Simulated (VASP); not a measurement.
# GaN (P6_3mc) in VASP: notebook

GaN is run at these levels: LDA; tasks: relaxation of the atoms, single point.

Program: VASP 6.6.1. These are calculated values, not measurements. Logs are shortened: lines on timing, memory, paths and dates and some standing lists are left out, and cuts for length are marked.

**The experiment to reproduce.**

“Studying electronic properties in GaN without electrical contacts using γ-γ vs e−-γ Perturbed Angular Correlations”, 2019, pmc:6823545 quotes, for a bulk crystal of GaN: band gap 3.503 ± 0.005 eV (direct).

The runs below are set against these values where they give the same quantity.

## Step 1: The cell of the first run

It takes space group P6_3mc (No. 186, hexagonal). Conventional cell: a = 3.152 Å, b = 3.152 Å, c = 5.164 Å, α = 90.00°, β = 90.00°, γ = 120.00°. Ga (site symmetry 3m) has 4 N at 1.93 to 1.94 Å within 2.6 Å. Within 2.6 Å of N (site symmetry 3m) lie 4 Ga at 1.93 to 1.94 Å.

## Step 2: Relaxation of the atoms, LDA

INCAR

```
PREC = Accurate
ENCUT = 520
EDIFF = 1E-7
ISMEAR = 0
SIGMA = 0.01
LREAL = F
LASPH = T
NELM = 80
ALGO = Normal
ISIF = 2
LWAVE = F
LCHARG = F
GGA = CA
IBRION = 2
NSW = 80
EDIFFG = -5E-4
```

KPOINTS

```
Automatic mesh
0
Gamma
  8 8 5
```

POSCAR

```
GaN
1.0
    3.1517957840      0.0000000000      0.0000000000
   -1.5758978920      2.7295352164      0.0000000000
    0.0000000000      0.0000000000      5.1639735648
Ga N
2 2
Direct
    0.3333333333      0.6666666667     -0.0007061012
    0.6666666667      0.3333333333      0.4992938988
    0.3333333333      0.6666666667      0.3757061012
    0.6666666667      0.3333333333      0.8757061012
```

Potentials or basis: VASP PAW LDA potentials, release 64 (Ga_d, N).

Command:

```
> cat potpaw_LDA.64/Ga_d/POTCAR potpaw_LDA.64/N/POTCAR > POTCAR
> mpirun -np 1 vasp_std > vasp.out
```

OUTCAR:

```text
PREC = Accurate
   ENCUT = 520
   EDIFF = 1E-7
   ISMEAR = 0
   LREAL = F
   LASPH = T
   NELM = 80
   ISIF = 2
   GGA = CA
   IBRION = 2
   NSW = 80
   EDIFFG = -5E-4

 ion  position               nearest neighbor table
   1  0.333  0.667  0.999-   4 1.93   4 1.93   4 1.93   3 1.94
   2  0.667  0.333  0.499-   3 1.93   3 1.93   3 1.93   4 1.94
   3  0.333  0.667  0.376-   2 1.93   2 1.93   2 1.93   1 1.94
   4  0.667  0.333  0.876-   1 1.93   1 1.93   1 1.93   2 1.94

  LATTYP: Found a hexagonal cell.
 ALAT       =     3.1517957840
 C/A-ratio  =     1.6384226386

  Lattice vectors:

 A1 = (   3.1517957840,   0.0000000000,   0.0000000000)
 A2 = (  -1.5758978920,   2.7295352164,   0.0000000000)
 A3 = (   0.0000000000,   0.0000000000,   5.1639735648)

Analysis of symmetry for initial positions (statically):
=====================================================================
 Subroutine PRICEL returns:
 Original cell was already a primitive cell.

 Routine SETGRP: Setting up the symmetry group for a
 hexagonal supercell.

 Subroutine GETGRP returns: Found 12 space group operations
 (whereof  6 operations were pure point group operations)
 out of a pool of 24 trial point group operations.

The static configuration has the point symmetry C_3v.
 The point group associated with its full space group is C_6v.

Analysis of symmetry for dynamics (positions and initial velocities):
=====================================================================
 Subroutine PRICEL returns:
 Original cell was already a primitive cell.

 Routine SETGRP: Setting up the symmetry group for a
 hexagonal supercell.

 Subroutine GETGRP returns: Found 12 space group operations
 (whereof  6 operations were pure point group operations)
 out of a pool of 24 trial point group operations.

The dynamic configuration has the point symmetry C_3v.
 The point group associated with its full space group is C_6v.

 Subroutine INISYM returns: Found 12 space group operations
 (whereof  6 operations are pure point group operations),
 and found     1 'primitive' translations

----------------------------------------------------------------------------------------

                                     Primitive cell

  volume of cell :      44.4253

  direct lattice vectors                    reciprocal lattice vectors
     3.151795784  0.000000000  0.000000000     0.317279440  0.183181370  0.000000000
[... 98 lines left out ...]
   POTIM  = 0.5000    time-step for ionic-motion
   TEBEG  =    0.0;   TEEND  =   0.0 temperature during run
   PSTRESS=    0.0 pullay stress
   NELECT =      36.0000    total number of electrons
   NUPDOWN=      -1.0000    fix difference up-down
   EMIN   =  10.00;   EMAX   =-10.00  energy-range for DOS
   EFERMI =   0.00;   METHOD = LEGACY
   ISMEAR =     0;   SIGMA  =   0.01  broadening in eV -4-tet -1-fermi 0-gaus
   EFERMI_NEDOS =   21; number of points for ismear=-14 and -15
   IALGO  =     38    algorithm
   IMIX   =      4    mixing-type and parameters
     AMIX     =   0.40;   BMIX     =  1.00
     AMIX_MAG =   1.60;   BMIX_MAG =  1.00
  volume/ion in A,a.u.               =      11.11        74.95
  Fermi-wavevector in a.u.,A,eV,Ry     =   1.526272  2.884237 31.694876  2.329508
  Thomas-Fermi vector in A             =   2.634328
   LORBIT       =      0    0 simple, 1 ext, 2 COOP (PROOUT), +10 PAW based schemes
   GGA     = CA    functional components
   LHFCALC =     F    Hartree Fock is set to
   AEXX    =    0.0000 exact exchange contribution
   IVDW    =     0    specifies the selected vdW correction
   LEPSILON=     F    determine dielectric tensor
   LRPA    =     F    only Hartree local field effects (RPA)
 conjugate gradient relaxation of ions
 non-spin polarized calculation
 Gauss-broadening in eV      SIGMA  =   0.01
  energy-cutoff  :      520.00
  volume of cell :       44.43
 maximum number of plane-waves:      1208
 NGX is ok and might be reduce to    24
   NGX = 11   NGY = 11   NGZ = 19

--------------------------------------- Ionic step        1  -------------------------------------------

 number of electron      36.0000024 magnetization

 Free energy of the ion-electron system (eV)
  ---------------------------------------------------
  ext. energy  EPLUGINS =         0.00000000
  ---------------------------------------------------
  free energy    TOTEN  =       -27.90940645 eV

  energy without entropy =      -27.90940645  energy(sigma->0) =      -27.90940645

------------------------ aborting loop because EDIFF is reached ----------------------------------------

  FORCE on cell =-STRESS in cart. coord.  units (eV):
  Direction    XX          YY          ZZ          XY          YZ          ZX
  --------------------------------------------------------------------------------------
  -------------------------------------------------------------------------------------
  Total        0.2164260      0.2164260     -0.3525144      0.0000000      0.0000000      0.0000000
  in kB        7.8052928      7.8052928    -12.7132517      0.0000000      0.0000000      0.0000000
  external PRESSURE =       0.9657780 kB  Pullay stress =       0.0000000 kB
[... 63 lines left out ...]
--------------------------------------- Ionic step        3  -------------------------------------------

 number of electron      36.0000024 magnetization

 Free energy of the ion-electron system (eV)
  ---------------------------------------------------
  ext. energy  EPLUGINS =         0.00000000
  ---------------------------------------------------
  free energy    TOTEN  =       -27.90964437 eV

  energy without entropy =      -27.90964437  energy(sigma->0) =      -27.90964437

 E-fermi :   5.4667     XC(G=0): -12.2722

 val. band max:        5.3951683527   @ k =   0.0000   0.0000   0.0000
 cond. band min:       7.4871740608   @ k =   0.0000   0.0000   0.0000
 fundamental gap:      2.0920057081
 Fermi energy:         5.4667332327

 k-point     1 :       0.0000    0.0000    0.0000
  band No.  band energies     occupation
      1     -10.7134      2.00000
      2      -9.7515      2.00000
      3      -8.1997      2.00000
      4      -8.1809      2.00000
      5      -8.1809      2.00000
      6      -8.1155      2.00000
[... 589 lines left out ...]
     21      12.9499      0.00000
     22      13.4598      0.00000

 [... further k-points ...]

------------------------ aborting loop because EDIFF is reached ----------------------------------------

  FORCE on cell =-STRESS in cart. coord.  units (eV):
  Direction    XX          YY          ZZ          XY          YZ          ZX
  --------------------------------------------------------------------------------------
  -------------------------------------------------------------------------------------
  Total        0.1677149      0.1677149     -0.2619924      0.0000000     -0.0000000     -0.0000000
  in kB        6.0485517      6.0485517     -9.4486212      0.0000000     -0.0000000     -0.0000000
  external PRESSURE =       0.8828274 kB  Pullay stress =       0.0000000 kB
[... 19 lines left out ...]
  FREE ENERGIE OF THE ION-ELECTRON SYSTEM (eV)
  ---------------------------------------------------
  free  energy   TOTEN  =       -27.9096443652 eV

  energy  without entropy=      -27.9096443652  energy(sigma->0) =      -27.90964437

 reached required accuracy - stopping structural energy minimisation
```

OSZICAR:

```text
N       E                     dE             d eps       ncg     rms          rms(c)
DAV:   1     0.273529379532E+03    0.27353E+03   -0.18609E+04  1392   0.309E+03
DAV:   2     0.350337600932E+01   -0.27003E+03   -0.26148E+03  1456   0.530E+02
[... 23 lines left out ...]
       N       E                     dE             d eps       ncg     rms          rms(c)
DAV:   1    -0.279096361425E+02    0.26452E-06   -0.25773E-03  1320   0.393E-01    0.629E-03
DAV:   2    -0.279096444694E+02   -0.83269E-05   -0.87313E-05  1496   0.866E-02    0.315E-03
DAV:   3    -0.279096444934E+02   -0.24012E-07   -0.28525E-06  1824   0.151E-02    0.206E-03
DAV:   4    -0.279096443479E+02    0.14550E-06   -0.48801E-07  1316   0.878E-03    0.367E-04
DAV:   5    -0.279096443652E+02   -0.17367E-07   -0.18942E-07  1190   0.366E-03
   3 F= -.27909644E+02 E0= -.27909644E+02  d E =-.237916E-03
```

Run time: 56 s. Hardware: 1 thread of Intel Xeon 8259CL, shared host; peak memory 0.16 GiB.

What came out:

* Free energy: -27.9096 eV
* Energy gained by relaxing: 0.1 meV/atom
* Ionic steps: 3
* Pressure after relaxing: 0.1 GPa
* Band gap on the k mesh: 2.09 eV

Step by step:
| step | energy change (eV) | largest force (eV/Å) | pressure (GPa) |
| --- | --- | --- | --- |
| 1 | 0.0000 | 0.0539 | 0.10 |
| 2 | -0.0002 | 0.0102 | 0.09 |
| 3 | -0.0002 | 0.0001 | 0.09 |

Final structure:
```
Ga N
1.0
     3.15180    0.00000    0.00000
    -1.57590    2.72954    0.00000
     0.00000    0.00000    5.16397
Ga N
2 2
Direct
  0.33333 0.66667 0.99972
  0.66667 0.33333 0.49972
  0.33333 0.66667 0.37528
  0.66667 0.33333 0.87528
```

Levels at points of the mesh, in eV from the valence-band top:
```
           k point  band 16  band 17  band 18  band 19  band 20  band 21
(0.00, 0.00, 0.00)    -0.08     0.00     0.00     2.09     4.40     9.14
(0.50, 0.00, 0.00)    -2.85    -2.35    -1.05     5.01     5.62     5.93
```

## Step 3: Relaxation of the atoms, LDA

This run uses another cell than the first one, of 11.16 Å³/atom.

INCAR

```
SYSTEM = GaN
ALGO     = Normal         ! electronic algorithm
EDIFF    = 1E-6           ! SCF threshold, eV
EDIFFG   = -5E-4          ! ionic threshold
ENCUT    = 520            ! plane-wave cutoff, eV
IBRION   = 2              ! ionic algorithm
ISIF     = 2              ! what is computed and relaxed
ISMEAR   = 0              ! smearing method
LASPH    = .TRUE.         ! aspherical terms in the spheres
LCHARG   = .FALSE.        ! write CHGCAR
LREAL    = .FALSE.        ! projectors in reciprocal space
LWAVE    = .FALSE.        ! write WAVECAR
NELM     = 60             ! most SCF steps
NSW      = 80             ! ionic steps
PREC     = Accurate       ! precision mode
SIGMA    = 0.01           ! smearing width, eV
```

KPOINTS

```
k-points
0
G
  8 8 5
  0 0 0
```

POSCAR

```
GaN
1.0
    3.1675547629      0.0000000000      0.0000000000
   -1.5837773814      2.7431828925      0.0000000000
    0.0000000000      0.0000000000      5.1382821540
Ga N
2 2
Direct
    0.3333333333      0.6666666667     -0.0007061012
    0.6666666667      0.3333333333      0.4992938988
    0.3333333333      0.6666666667      0.3757061012
    0.6666666667      0.3333333333      0.8757061012
```

Potentials or basis: VASP PAW LDA potentials, release 64 (Ga_d, N).

Command:

```
> cat potpaw_LDA.64/Ga_d/POTCAR potpaw_LDA.64/N/POTCAR > POTCAR
> mpirun -np 1 vasp_std > vasp.out
```

Run time: 51 s. Hardware: 1 thread of Intel Xeon 8259CL, shared host; peak memory 0.16 GiB.

The run converged. Its results:

```
Free energy               : -27.9092 eV
Energy gained by relaxing : 0.1 meV/atom
Ionic steps               : 3
Pressure after relaxing   : -0.9 GPa
Band gap on the k mesh    : 2.10 eV
```

Stress tensor (GPa, compression positive):
```
-1.39  0.00  0.00
 0.00 -1.39  0.00
 0.00  0.00  0.09
```

The path:
| step | energy change (eV) | largest force (eV/Å) | pressure (GPa) |
| --- | --- | --- | --- |
| 1 | 0.0000 | 0.0547 | -0.89 |
| 2 | -0.0002 | 0.0112 | -0.89 |
| 3 | -0.0002 | 0.0003 | -0.90 |

Final structure:
```cif
data_structure
_symmetry_space_group_name_H-M 'P 1'
_symmetry_Int_Tables_number 1
_cell_length_a 3.1676
_cell_length_b 3.1676
_cell_length_c 5.1383
_cell_angle_alpha 90.000
_cell_angle_beta 90.000
_cell_angle_gamma 120.000
_cell_volume 44.65
loop_
_atom_site_label
_atom_site_type_symbol
_atom_site_fract_x
_atom_site_fract_y
_atom_site_fract_z
_atom_site_occupancy
Ga1 Ga 0.33333 0.66667 0.99887 1
Ga2 Ga 0.66667 0.33333 0.49887 1
N1 N 0.33333 0.66667 0.37613 1
N2 N 0.66667 0.33333 0.87613 1
```

Levels at points of the mesh, in eV from the valence-band top:
```csv
k point,band 14,band 15,band 16,band 17,band 18,band 19,band 20,band 21,band 22
"(0.00, 0.00, 0.00)",-1.09,-1.09,-0.02,0.00,0.00,2.10,4.27,9.21,9.81
"(0.50, 0.00, 0.00)",-5.40,-4.35,-2.86,-2.29,-1.03,4.95,5.62,6.01,8.66
```

## Step 4: Single point, LDA

This run uses another cell than the first one, of 10.94 Å³/atom.

INCAR

```
  ALGO = Normal
  EDIFF = 1E-6
  ENCUT = 520
  ISIF = 2
  ISMEAR = 0
  LASPH = True
  LCHARG = False
  LREAL = False
  LWAVE = False
  NBANDS = 26
  NELM = 60
  PREC = Accurate
  SIGMA = 0.01
```

KPOINTS

```
k-points
0
Gamma
  8 8 5
```

POSCAR

```
GaN
1.0
    3.1360368050      0.0000000000      0.0000000000
   -1.5680184025      2.7158875404      0.0000000000
    0.0000000000      0.0000000000      5.1382821540
Ga N
2 2
Direct
    0.3333333333      0.6666666667     -0.0002513813
    0.6666666667      0.3333333333      0.4997486187
    0.3333333333      0.6666666667      0.3752513813
    0.6666666667      0.3333333333      0.8752513813
```

Command:

```
> cat potpaw_LDA.64/Ga_d/POTCAR potpaw_LDA.64/N/POTCAR > POTCAR
> mpirun -np 1 vasp_std > vasp.out
```

Wall time 35 s (1 thread of AMD EPYC 7R43 (Zen 3), shared host); peak memory 0.12 GiB.

Results (log left out):

| Quantity | Value |
| --- | --- |
| Free energy | -27.9025 eV |
| Pressure | 3.2 GPa |
| Band gap on the k mesh | 2.19 eV |

Forces on the atoms (eV/Å):
```
Ga   0.000  0.000  0.003
Ga   0.000  0.000  0.003
N    0.000  0.000 -0.003
N    0.000  0.000 -0.003
```

Stress tensor (GPa, compression positive):
```
3.77 0.00 0.00
0.00 3.77 0.00
0.00 0.00 2.20
```

Levels at points of the mesh, in eV from the valence-band top:
```
           k point  band 14  band 15  band 16  band 17  band 18  band 19  band 20  band 21  band 22  band 23
(0.00, 0.00, 0.00)    -1.08    -1.08    -0.09     0.00     0.00     2.19     4.50     9.22     9.99     9.99
(0.50, 0.00, 0.00)    -5.52    -4.47    -2.91    -2.40    -1.07     5.06     5.69     5.99     8.78    10.43
```

Caveat: the cell stands under pressure.

(Continued in part 2 of 2.)
